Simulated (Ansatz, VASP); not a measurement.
One calculation of Mo, two programs

```xyz
2
Lattice="0.0000 2.8063 2.8063 2.8063 0.0000 2.8063 2.8063 2.8063 0.0000" Properties=species:S:1:pos:R:3 pbc="T T T"
Mo    0.7016    0.7016    0.7016
Mo    4.9111    4.9111    4.9111
```

Alike in both runs: functional PBEsol; k mesh 10 × 10 × 10; occupations fermi-dirac, width 0.1 eV; no spin polarisation.

Ansatz relaxed the structure, and its values are those at the end. VASP's run is a single point on that final structure, the one shown.

|  | VASP | Ansatz |
| --- | --- | --- |
| version | VASP 6.6.1 | Ansatz 0.2.0 |
| potentials or method | VASP PAW PBE potentials, release 64 (Mo_sv), cutoff 520 eV | plane waves (420 eV) with PAW, scalar-relativistic |
| valence electrons in the cell | 28 | 28 |

|  | VASP | Ansatz | Ansatz less VASP |
| --- | --- | --- | --- |
| pressure (GPa) | 0.5 | 0.0 | -0.48 |

VASP's potentials were made for PBE, not for PBEsol, and Ansatz warns of the same on its side. The functional is the same, so the differences come from potentials, cutoffs and numerics.
